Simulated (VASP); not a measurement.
# KCaCl3 (P4/mmm) in VASP: single point with LDA

Aim: the single point of KCaCl3 with LDA.

All numbers are computed with VASP 6.6.1; they aren't measurements. Logs are shortened: lines on timing, memory, paths and dates and some standing lists are left out, and cuts for length are marked.

## 1. The cell of the first run

It takes space group P4/mmm (No. 123, tetragonal). The conventional cell has a = 5.467 Å, b = 5.467 Å, c = 5.249 Å, α = 90.00°, β = 90.00°, γ = 90.00°. Within 5.0 Å of K (site symmetry 4/mmm) lie 12 Cl at 3.79 to 3.87 Å and 8 Ca at 4.67 Å. Within 3.5 Å of Ca (site symmetry 4/mmm) lie 6 Cl at 2.62 to 2.73 Å. Within 3.6 Å of Cl (site symmetry mmm) lie 2 Ca at 2.73 Å. Cl (site symmetry 4/mmm) has 2 Ca at 2.62 Å within 3.5 Å.

## 2. Single point, LDA

Input file INCAR:

```
SYSTEM = KCaCl3
PREC     = Accurate       ! precision mode
ENCUT    = 520            ! plane-wave cutoff, eV
EDIFF    = 1E-7           ! SCF threshold, eV
ISMEAR   = 0              ! smearing method
SIGMA    = 0.05           ! smearing width, eV
LREAL    = .FALSE.        ! projectors in reciprocal space
LASPH    = .TRUE.         ! aspherical terms in the spheres
NELM     = 100            ! most SCF steps
ALGO     = Normal         ! electronic algorithm
ISIF     = 2              ! what is computed and relaxed
LWAVE    = .FALSE.        ! write WAVECAR
LCHARG   = .TRUE.         ! write CHGCAR
GGA      = CA             ! functional
LELF     = .TRUE.         ! ELF
LVHAR    = .TRUE.       
NBANDS   = 28             ! bands
```

Input file KPOINTS:

```
regular mesh
0
G
  6 6 6
  0 0 0
```

Input file POSCAR:

```
KCaCl3
1.0
    5.4674160590      0.0000000000      0.0000000000
    0.0000000000      5.4674160590      0.0000000000
    0.0000000000      0.0000000000      5.2487194166
K Ca Cl
1 1 3
Direct
    0.0000000000      0.0000000000      0.0000000000
    0.5000000000      0.5000000000      0.5000000000
    0.0000000000      0.5000000000      0.5000000000
    0.5000000000      0.0000000000      0.5000000000
    0.5000000000      0.5000000000      0.0000000000
```

Potentials or basis: VASP PAW LDA potentials, release 64 (K_sv, Ca_sv, Cl).

Run with:

```console
cat potpaw_LDA.64/K_sv/POTCAR potpaw_LDA.64/Ca_sv/POTCAR potpaw_LDA.64/Cl/POTCAR > POTCAR
mpirun -np 1 vasp_std > vasp.out
```

OUTCAR:

```text
SYSTEM = KCaCl3
   PREC = Accurate
   ENCUT = 520
   EDIFF = 1E-7
   ISMEAR = 0
   LREAL = .FALSE.
   LASPH = .TRUE.
   NELM = 100
   ISIF = 2
   GGA = CA

 ion  position               nearest neighbor table
   1  0.000  0.000  0.000-
   2  0.500  0.500  0.500-   5 2.62   5 2.62   3 2.73   4 2.73   4 2.73   3 2.73
   3  0.000  0.500  0.500-   2 2.73   2 2.73
   4  0.500  0.000  0.500-   2 2.73   2 2.73
   5  0.500  0.500  0.000-   2 2.62   2 2.62

  LATTYP: Found a simple tetragonal cell.
 ALAT       =     5.4674160590
 C/A-ratio  =     0.9600000000

  Lattice vectors:

 A1 = (   5.4674160590,   0.0000000000,   0.0000000000)
 A2 = (   0.0000000000,   5.4674160590,   0.0000000000)
 A3 = (   0.0000000000,   0.0000000000,   5.2487194166)

Analysis of symmetry for initial positions (statically):
=====================================================================
 Subroutine PRICEL returns:
 Original cell was already a primitive cell.

 Routine SETGRP: Setting up the symmetry group for a
 simple tetragonal supercell.

 Subroutine GETGRP returns: Found 16 space group operations
 (whereof 16 operations were pure point group operations)
 out of a pool of 16 trial point group operations.

The static configuration has the point symmetry D_4h.

Analysis of symmetry for dynamics (positions and initial velocities):
=====================================================================
 Subroutine PRICEL returns:
 Original cell was already a primitive cell.

 Routine SETGRP: Setting up the symmetry group for a
 simple tetragonal supercell.

 Subroutine GETGRP returns: Found 16 space group operations
 (whereof 16 operations were pure point group operations)
 out of a pool of 16 trial point group operations.

The dynamic configuration has the point symmetry D_4h.

 Subroutine INISYM returns: Found 16 space group operations
 (whereof 16 operations are pure point group operations),
 and found     1 'primitive' translations

----------------------------------------------------------------------------------------

                                     Primitive cell

  volume of cell :     156.8981

  direct lattice vectors                    reciprocal lattice vectors
     5.467416059  0.000000000  0.000000000     0.182901756  0.000000000  0.000000000
     0.000000000  5.467416059  0.000000000     0.000000000  0.182901756  0.000000000
     0.000000000  0.000000000  5.248719417     0.000000000  0.000000000  0.190522663

  length of vectors
     5.467416059  5.467416059  5.248719417     0.182901756  0.182901756  0.190522663

  position of ions in fractional coordinates (direct lattice)
     0.000000000  0.000000000  0.000000000
     0.500000000  0.500000000  0.500000000
     0.000000000  0.500000000  0.500000000
     0.500000000  0.000000000  0.500000000
     0.500000000  0.500000000  0.000000000

  ion indices of the primitive-cell ions
   primitive index   ion index
                 1           1
                 2           2
                 3           3
                 4           4
                 5           5

----------------------------------------------------------------------------------------

 KPOINTS: regular mesh

Automatic generation of k-mesh.
 Grid dimensions read from file:
 generate k-points for:    6    6    6

 Generating k-lattice:

  Cartesian coordinates                     Fractional coordinates (reciprocal lattice)
     0.030483626  0.000000000  0.000000000     0.166666667  0.000000000  0.000000000
     0.000000000  0.030483626  0.000000000     0.000000000  0.166666667  0.000000000
     0.000000000  0.000000000  0.031753777     0.000000000  0.000000000  0.166666667

  Length of vectors
     0.030483626  0.030483626  0.031753777

  Shift w.r.t. Gamma in fractional coordinates (k-lattice)
     0.000000000  0.000000000  0.000000000

 Subroutine IBZKPT returns following result:
 ===========================================

 Found     40 irreducible k-points:

 Following reciprocal coordinates:
            Coordinates               Weight
  0.000000  0.000000  0.000000      1.000000
  0.166667  0.000000  0.000000      4.000000
  0.333333  0.000000  0.000000      4.000000
  0.500000  0.000000  0.000000      2.000000
  0.166667  0.166667  0.000000      4.000000
  0.333333  0.166667  0.000000      8.000000
[... 16 lines left out ...]
  0.333333  0.000000  0.333333      8.000000
  0.500000  0.000000  0.333333      4.000000
 [... further k-points ...]
   k-points           NKPTS =     40   k-points in BZ     NKDIM =     40   number of bands    NBANDS=     28
   number of dos      NEDOS =    301   number of ions     NIONS =      5
   total plane-waves  NPLWV =  70560
   dimension x,y,z NGX =    42 NGY =   42 NGZ =   40
   dimension x,y,z NGXF=    84 NGYF=   84 NGZF=   80
   ions per type =               1   1   3
   NGX,Y,Z   is equivalent  to a cutoff of  12.77, 12.77, 12.67 a.u.
   NGXF,Y,Z  is equivalent  to a cutoff of  25.54, 25.54, 25.34 a.u.
 SYSTEM =  KCaCl3
   PREC   = accura    normal or accurate (medium, high low for compatibility)
   ISTART =      0    job   : 0-new  1-cont  2-samecut
   ICHARG =      2    charge: 1-file 2-atom 10-const
   ISPIN  =      1    spin polarized calculation?
   LNONCOLLINEAR =      F non collinear calculations
   LSORBIT =      F    spin-orbit coupling
   LASPH  =      T    aspherical Exc in radial PAW
   ENCUT  =  520.0 eV  38.22 Ry    6.18 a.u.  10.17 10.17  9.76*2*pi/ulx,y,z
   NELM   =    100;   NELMIN=  2; NELMDL= -5     # of ELM steps
   EDIFF  = 0.1E-06   stopping-criterion for ELM
   LREAL  =      F    real-space projection
   EDIFFG = 0.1E-05   stopping-criterion for IOM
   NSW    =      0    number of steps for IOM
   IBRION =     -1    ionic relax: 0-MD 1-quasi-New 2-CG
   NFREE  =      0    steps in history (QN), initial steepest desc. (CG)
   ISIF   =      2    stress and relaxation
   ISYM   =      2    0-nonsym 1-usesym 2-fastsym
   POTIM  = 0.5000    time-step for ionic-motion
   TEBEG  =    0.0;   TEEND  =   0.0 temperature during run
   PSTRESS=    0.0 pullay stress
   NELECT =      40.0000    total number of electrons
   NUPDOWN=      -1.0000    fix difference up-down
   EMIN   =  10.00;   EMAX   =-10.00  energy-range for DOS
   EFERMI =   0.00;   METHOD = LEGACY
   ISMEAR =     0;   SIGMA  =   0.05  broadening in eV -4-tet -1-fermi 0-gaus
   EFERMI_NEDOS =   21; number of points for ismear=-14 and -15
   IALGO  =     38    algorithm
   IMIX   =      4    mixing-type and parameters
     AMIX     =   0.40;   BMIX     =  1.00
     AMIX_MAG =   1.60;   BMIX_MAG =  1.00
  volume/ion in A,a.u.               =      31.38       211.76
  Fermi-wavevector in a.u.,A,eV,Ry     =   1.038060  1.961648 14.661199  1.077568
  Thomas-Fermi vector in A             =   2.172526
   LORBIT       =      0    0 simple, 1 ext, 2 COOP (PROOUT), +10 PAW based schemes
   GGA     = CA    functional components
   LHFCALC =     F    Hartree Fock is set to
   AEXX    =    0.0000 exact exchange contribution
   IVDW    =     0    specifies the selected vdW correction
   LEPSILON=     F    determine dielectric tensor
   LRPA    =     F    only Hartree local field effects (RPA)
 non-spin polarized calculation
 Gauss-broadening in eV      SIGMA  =   0.05
  energy-cutoff  :      520.00
  volume of cell :      156.90
 maximum number of plane-waves:      4268
 NGX is ok and might be reduce to    42
   NGX = 21   NGY = 21   NGZ = 19

 number of electron      39.9999998 magnetization

 Free energy of the ion-electron system (eV)
  ---------------------------------------------------
  ext. energy  EPLUGINS =         0.00000000
  ---------------------------------------------------
  free energy    TOTEN  =       -21.08072374 eV

  energy without entropy =      -21.08072374  energy(sigma->0) =      -21.08072374

 E-fermi :  -0.9766     XC(G=0):  -8.0780

 val. band max:       -1.3285122147   @ k =   0.5000   0.5000   0.5000
 cond. band min:       3.0098175092   @ k =   0.0000   0.0000   0.0000
 fundamental gap:      4.3383297239
 Fermi energy:        -0.9765824538

 k-point     1 :       0.0000    0.0000    0.0000
  band No.  band energies     occupation
      1     -38.9741      2.00000
      2     -29.3282      2.00000
      3     -20.3578      2.00000
      4     -20.3290      2.00000
      5     -20.3290      2.00000
      6     -14.1448      2.00000
[... 20 lines left out ...]
     27       5.5832      0.00000
     28       5.6175      0.00000

 k-point     2 :       0.1667    0.0000    0.0000
  band No.  band energies     occupation
      1     -38.9741      2.00000
      2     -29.3282      2.00000
      3     -20.3578      2.00000
      4     -20.3371      2.00000
      5     -20.3289      2.00000
      6     -14.1259      2.00000
[... 20 lines left out ...]
     27       5.6848      0.00000
     28       5.8250      0.00000

 k-point     3 :       0.3333    0.0000    0.0000
  band No.  band energies     occupation
      1     -38.9740      2.00000
      2     -29.3281      2.00000
      3     -20.3576      2.00000
      4     -20.3531      2.00000
      5     -20.3287      2.00000
      6     -14.0940      2.00000
[... 20 lines left out ...]
     27       6.0841      0.00000
     28       6.1451      0.00000

 k-point     4 :       0.5000    0.0000    0.0000
  band No.  band energies     occupation
      1     -38.9740      2.00000
      2     -29.3280      2.00000
      3     -20.3611      2.00000
      4     -20.3575      2.00000
      5     -20.3286      2.00000
      6     -14.0811      2.00000
[... 578 lines left out ...]
     27       6.2675      0.00000
     28       6.4313      0.00000

 k-point    23 :       0.3333    0.0000    0.3333
  band No.  band energies     occupation
      1     -38.9737      2.00000
      2     -29.3279      2.00000
      3     -20.4006      2.00000
      4     -20.3526      2.00000
      5     -20.3282      2.00000
      6     -13.9217      2.00000
[... 20 lines left out ...]
     27       6.5548      0.00000
     28       7.0794      0.00000

 k-point    24 :       0.5000    0.0000    0.3333
  band No.  band energies     occupation
      1     -38.9737      2.00000
      2     -29.3278      2.00000
      3     -20.4005      2.00000
      4     -20.3605      2.00000
      5     -20.3281      2.00000
      6     -13.8991      2.00000
[... 20 lines left out ...]
     27       6.8036      0.00000
     28       7.0708      0.00000

 [... further k-points ...]

------------------------ aborting loop because EDIFF is reached ----------------------------------------

  FORCE on cell =-STRESS in cart. coord.  units (eV):
  Direction    XX          YY          ZZ          XY          YZ          ZX
  --------------------------------------------------------------------------------------
  -------------------------------------------------------------------------------------
  Total       -3.0630189     -3.0630189     -1.2600375      0.0000000      0.0000000      0.0000000
  in kB      -31.2782650    -31.2782650    -12.8669747      0.0000000      0.0000000      0.0000000
  external PRESSURE =     -25.1411682 kB  Pullay stress =       0.0000000 kB

 VOLUME and BASIS-vectors are now :
 -----------------------------------------------------------------------------
  energy-cutoff  :      520.00
  volume of cell :      156.90
      direct lattice vectors                 reciprocal lattice vectors
     5.467416059  0.000000000  0.000000000     0.182901756  0.000000000  0.000000000
     0.000000000  5.467416059  0.000000000     0.000000000  0.182901756  0.000000000
     0.000000000  0.000000000  5.248719417     0.000000000  0.000000000  0.190522663

 POSITION                                       TOTAL-FORCE (eV/Angst)
 -----------------------------------------------------------------------------------
      0.00000      0.00000      0.00000         0.000000      0.000000      0.000000
      2.73371      2.73371      2.62436         0.000000      0.000000      0.000000
      0.00000      2.73371      2.62436         0.000000      0.000000      0.000000
      2.73371      0.00000      2.62436         0.000000      0.000000      0.000000
      2.73371      2.73371      0.00000         0.000000      0.000000      0.000000
 -----------------------------------------------------------------------------------
    total drift:                                0.000000     -0.000000     -0.000000

  FREE ENERGIE OF THE ION-ELECTRON SYSTEM (eV)
  ---------------------------------------------------
  free  energy   TOTEN  =       -21.0807237414 eV

  energy  without entropy=      -21.0807237414  energy(sigma->0) =      -21.08072374
```

Run time: 72 s. Hardware: 1 thread of Intel Xeon 6975P-C (Granite Rapids), shared host; peak memory 0.32 GiB.

Results:

```yaml
Free_energy: -21.0807 eV
Pressure: -2.5 GPa
Band_gap_on_the_k_mesh: 4.34 eV (least direct gap 4.63 eV)
```

Levels at points of the mesh, in eV from the valence-band top:
| k point | band 17 | band 18 | band 19 | band 20 | band 21 | band 22 | band 23 | band 24 |
| --- | --- | --- | --- | --- | --- | --- | --- | --- |
| (0.00, 0.00, 0.00) | -0.49 | -0.30 | -0.30 | -0.29 | 4.34 | 5.38 | 5.38 | 5.38 |
| (0.50, 0.00, 0.00) | -0.81 | -0.69 | -0.39 | -0.38 | 5.53 | 6.12 | 6.26 | 6.39 |
| (0.50, 0.50, 0.00) | -0.92 | -0.83 | -0.83 | -0.05 | 6.45 | 6.45 | 6.84 | 7.09 |
| (0.00, 0.00, 0.50) | -0.99 | -0.67 | -0.40 | -0.40 | 5.59 | 6.16 | 6.30 | 6.63 |
| (0.50, 0.00, 0.50) | -0.87 | -0.83 | -0.83 | -0.01 | 6.51 | 6.69 | 6.81 | 6.94 |
| (0.50, 0.50, 0.50) | -1.35 | -0.04 | 0.00 | 0.00 | 5.96 | 7.04 | 7.06 | 7.06 |

 A k mesh can miss the band edges.
